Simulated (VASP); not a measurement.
Here is a VASP 6.6.1 calculation.

INCAR

```
PREC = Accurate
ENCUT = 520
EDIFF = 1E-7
ISMEAR = 0
SIGMA = 0.01
LREAL = Auto
LASPH = T
NELM = 80
ALGO = Normal
ISIF = 2
LWAVE = F
LCHARG = F
NBANDS = 186
```

Contents of KPOINTS:

```
Automatic mesh
0
Gamma
  2 2 2
  0.5 0.5 0.5
```

The input POSCAR:

```
GaN
1.0
   -4.7276984380     -2.7295379658      5.1384824325
    4.7276984380     -2.7295379658      5.1384824325
    0.0000000000      5.4590759316      5.1384824325
Ga N
18 18
Direct
    0.6108769889      0.6108769889      0.2775436555
    0.6108769889      0.2775436555      0.6108769889
    0.2775436555      0.9442103222      0.2775436555
    0.9442103222      0.2775436555      0.2775436555
    0.2775436555      0.6108769889      0.6108769889
    0.6108769889      0.9442103222      0.9442103222
    0.2775436555      0.2775436555      0.9442103222
    0.9442103222      0.9442103222      0.6108769889
    0.9442103222      0.6108769889      0.9442103222
    0.8886547666      0.5553214333      0.5553214333
    0.8886547666      0.2219881000      0.8886547666
    0.5553214333      0.8886547666      0.5553214333
    0.2219881000      0.2219881000      0.5553214333
    0.5553214333      0.5553214333      0.8886547666
    0.8886547666      0.8886547666      0.2219881000
    0.5553214333      0.2219881000      0.2219881000
    0.2219881000      0.8886547666      0.8886547666
    0.2219881000      0.5553214333      0.2219881000
    0.7363452334      0.7363452334      0.4030119000
    0.7363452334      0.4030119000      0.7363452334
    0.4030119000      0.0696785667      0.4030119000
    0.0696785667      0.4030119000      0.4030119000
    0.4030119000      0.7363452334      0.7363452334
    0.7363452334      0.0696785667      0.0696785667
    0.4030119000      0.4030119000      0.0696785667
    0.0696785667      0.0696785667      0.7363452334
    0.0696785667      0.7363452334      0.0696785667
    0.6807896778      0.3474563445      0.3474563445
    0.6807896778      0.0141230111      0.6807896778
    0.3474563445      0.6807896778      0.3474563445
    0.0141230111      0.0141230111      0.3474563445
    0.3474563445      0.3474563445      0.6807896778
    0.6807896778      0.6807896778      0.0141230111
    0.3474563445      0.0141230111      0.0141230111
    0.0141230111      0.6807896778      0.6807896778
    0.0141230111      0.3474563445      0.0141230111
```

Potentials or basis: VASP PAW LDA potentials, release 64 (Ga_d, N).

Launch:

```sh
$ cat potpaw_LDA.64/Ga_d/POTCAR potpaw_LDA.64/N/POTCAR > POTCAR
$ mpirun -np 1 vasp_std > vasp.out
```

Task: What does it give for the largest force?

Result: 0.004 eV/Å.

Task: Predict the pressure.

Result: 1.1 GPa.

Forces in eV/Å, atoms in the order of the input:
```
Ga   0.000  0.000  0.002
Ga   0.000  0.000  0.002
Ga   0.000  0.000  0.002
Ga   0.000  0.000  0.002
Ga   0.000  0.000  0.002
Ga   0.000  0.000  0.002
Ga   0.000  0.000  0.002
Ga   0.000  0.000  0.002
Ga   0.000  0.000  0.002
Ga   0.000  0.000  0.002
Ga   0.000  0.000  0.002
Ga   0.000  0.000  0.002
Ga   0.000  0.000  0.002
Ga   0.000  0.000  0.002
Ga   0.000  0.000  0.002
Ga   0.000  0.000  0.002
Ga   0.000  0.000  0.002
Ga   0.000  0.000  0.002
N    0.000  0.000 -0.004
N    0.000  0.000 -0.004
N    0.000  0.000 -0.004
N    0.000  0.000 -0.004
N    0.000  0.000 -0.004
N    0.000  0.000 -0.004
N    0.000  0.000 -0.004
N    0.000  0.000 -0.004
N    0.000  0.000 -0.004
N    0.000  0.000 -0.001
N    0.000  0.000 -0.001
N    0.000  0.000 -0.001
N    0.000  0.000 -0.001
N    0.000  0.000 -0.001
N    0.000  0.000 -0.001
N    0.000  0.000 -0.001
N    0.000  0.000 -0.001
N    0.000  0.000 -0.001
```
